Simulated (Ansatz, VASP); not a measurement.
# Al: VASP beside Ansatz

Contents of POSCAR:

```
Al
1.0
   -2.8221979689      0.0000000000      0.0000000000
   -1.4110989845     -2.4440951356      0.0000000000
   -1.4109578746     -0.8146169087     18.5241186883
Al
8
Direct
    0.7708562500      0.7708562500      0.6875000000
    0.9375062500      0.9375062500      0.1875000000
    0.0625270833      0.0625270833      0.8125000000
    0.2291770833      0.2291770833      0.3125000000
    0.6875312500      0.6875312500      0.9375000000
    0.8541812500      0.8541812500      0.4375000000
    0.6458354167      0.6458354167      0.0625000000
    0.4791854167      0.4791854167      0.5625000000
```

Contents of INCAR.step1:

```
PREC = Accurate
ENCUT = 520
ISMEAR = 0
SIGMA = 0.15
LREAL = F
LASPH = T
NELM = 100
NBANDS = 22
GGA = PE
ALGO = Normal
EDIFF = 1E-4
LWAVE = T
LCHARG = F
```

File INCAR.step2:

```
PREC = Accurate
ENCUT = 520
EDIFF = 1E-6
ISMEAR = 0
SIGMA = 0.15
LREAL = F
LASPH = T
NELM = 100
ALGO = Normal
ISIF = 2
LWAVE = F
LCHARG = F
METAGGA = R2SCAN
LMIXTAU = T
NBANDS = 22
ISTART = 1
```

The input KPOINTS:

```
regular mesh
0
Gamma
  19 19 3
```

Input for Ansatz:

```yaml
crystal:
  lattice:
    - [-2.8221979689, 0.0, 0.0]
    - [-1.4110989845, -2.4440951356, 0.0]
    - [-1.4109578746, -0.8146169087, 18.5241186883]
  atoms:
    - { symbol: Al, position: [0.77085625, 0.77085625, 0.6875] }
    - { symbol: Al, position: [0.93750625, 0.93750625, 0.1875] }
    - { symbol: Al, position: [0.0625270833, 0.0625270833, 0.8125] }
    - { symbol: Al, position: [0.2291770833, 0.2291770833, 0.3125] }
    - { symbol: Al, position: [0.68753125, 0.68753125, 0.9375] }
    - { symbol: Al, position: [0.85418125, 0.85418125, 0.4375] }
    - { symbol: Al, position: [0.6458354167, 0.6458354167, 0.0625] }
    - { symbol: Al, position: [0.4791854167, 0.4791854167, 0.5625] }
basis:
  ecutwfc: 500
kpoints:
  mp_grid: { grid: [19, 19, 3] }
hamiltonian:
  xc: r2scan
scf:
  occupations: { method: gaussian, width: 0.15 }
output:
  forces: true
  stress: true
  eigenvalues: true
  write_density: true
  write_potential: true
  elf: true
  volumetric_format: npy
```

Alike in both runs: task single point; functional r2SCAN; k mesh 19 × 19 × 3; occupations gaussian, width 0.15 eV; no spin polarisation.

|  | VASP | Ansatz |
| --- | --- | --- |
| version | VASP 6.6.1 | Ansatz 0.2.0 |
| potentials or method | VASP PAW PBE potentials, release 64 (Al), cutoff 520 eV | scalar-relativistic, plane waves, PAW |
| valence electrons in the cell | 24 | 24 |

|  | VASP | Ansatz | Ansatz less VASP |
| --- | --- | --- | --- |
| gap on the k mesh at the Fermi level (eV) | none | none | - |
| pressure (GPa) | 2.2 | 2.6 | +0.32 |
| traceless stress, the component that is largest in VASP (GPa) | 4.26 | 4.27 | +0.006 |
| rms of the force components (eV/Å) | 0.692 | 0.692 | 0.0000 |

VASP's potentials were made for PBE, not for r2SCAN. Atom by atom the forces differ by 0.000 eV/Å (rms over components). A gap of «none» marks a metal or a gap that the smearing closes.
